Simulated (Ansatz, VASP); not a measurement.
Two plane-wave programs on Ag2O

```
Ag O
1.0
     4.73061    0.00000    0.00000
     0.00000    4.73061    0.00000
     0.00000    0.00000    4.73061
Ag O
4 2
Direct
  0.75000 0.75000 0.75000
  0.75000 0.25000 0.25000
  0.25000 0.25000 0.75000
  0.25000 0.75000 0.25000
  0.00000 0.00000 0.00000
  0.50000 0.50000 0.50000
```

Alike in both runs: functional PBE; k mesh 4 × 4 × 4; occupations fermi-dirac, width 0.02 eV; no spin polarisation.

Ansatz relaxed the structure, and its values are those at the end. VASP's run is a single point on that final structure, the one shown.

|  | VASP | Ansatz |
| --- | --- | --- |
| version | VASP 6.6.1 | Ansatz 0.2.0 |
| potentials or method | VASP PAW PBE potentials, release 64 (Ag, O) | plane-wave PAW, scalar-relativistic |
| plane-wave cutoff (eV) | 600 | 420 |
| valence electrons in the cell | 56 | 88 |

Ansatz gave:

* pressure (GPa): 4.2

Question: Which values does VASP return?

Answer: Pressure (GPa): 4.0.

VASP's potentials hold 56 valence electrons a cell and Ansatz's 88, so a difference there can come from the potentials and not from the codes. Ansatz's warnings: stress scf threshold loose.
